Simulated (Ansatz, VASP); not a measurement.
One calculation of AlRu, two programs

Contents of INCAR:

```
  PREC = Accurate
  ENCUT = 520
  EDIFF = 1E-6
  ISMEAR = 0
  SIGMA = 0.15
  LREAL = F
  LASPH = T
  NELM = 60
  ALGO = Fast
  ISIF = 2
  LWAVE = F
  LCHARG = F
  GGA = PS
  NBANDS = 25
```

File KPOINTS:

```
Automatic mesh
0
Gamma
  16 16 8
```

The input POSCAR:

```
AlRu
1.0
    2.9763250904      0.0000000000      0.0000000000
    0.0000000000      2.9763250904      0.0000000000
    0.0000000000      0.0000000000      5.9526501809
Al Ru
2 2
Direct
    0.0000000000      0.0000000000     -0.0122634453
    0.0000000000      0.0000000000      0.5122634453
    0.4793033361      0.5000000000      0.2500000000
    0.5206966639      0.5000000000      0.7500000000
```

Input for Ansatz:

```yaml
crystal:
  lattice:
    - [2.9763250904, 0.0, 0.0]
    - [0.0, 2.9763250904, 0.0]
    - [0.0, 0.0, 5.9526501809]
  atoms:
    - { symbol: Al, position: [0.0, 0.0, -0.0122634453] }
    - { symbol: Al, position: [0.0, 0.0, 0.5122634453] }
    - { symbol: Ru, position: [0.4793033361, 0.5, 0.25] }
    - { symbol: Ru, position: [0.5206966639, 0.5, 0.75] }
basis:
  ecutwfc: 420
kpoints:
  mp_grid: { grid: [16, 16, 8] }
hamiltonian:
  xc: pbesol
  pseudopotentials: { kind: paw, azcp: { folder: soft_1 } }
scf:
  occupations: { method: gaussian, width: 0.15 }
output:
  forces: true
  stress: true
  eigenvalues: true
```

Change from the starting cell: mode 4 frozen in at -0.062 Å and mode 12 at -0.073 Å (largest displacements).

Alike in both runs: task single point; functional PBEsol; k mesh 16 × 16 × 8; occupations gaussian, width 0.15 eV; no spin polarisation.

|  | VASP | Ansatz |
| --- | --- | --- |
| version | VASP 6.6.1 | Ansatz 0.2.0 |
| potentials or method | VASP PAW PBE potentials, release 64 (Al, Ru_pv), cutoff 520 eV | scalar-relativistic, plane waves, PAW |
| valence electrons in the cell | 34 | 38 |

```csv
,VASP,Ansatz,Ansatz less VASP
gap on the k mesh at the Fermi level (eV),none,none,-
pressure (GPa),1.1,0.9,-0.16
"traceless stress, the component that is largest in VASP (GPa)",0.27,0.28,+0.001
rms of the force components (eV/Å),0.437,0.434,-0.0034
```

VASP's potentials were made for PBE, not for PBEsol, and Ansatz warns of the same on its side. Atom by atom the forces differ by 0.003 eV/Å (rms over components). A gap of «none» marks a metal or a gap that the smearing closes. VASP's potentials hold 34 valence electrons a cell and Ansatz's 38, so a difference there can come from the potentials and not from the codes.
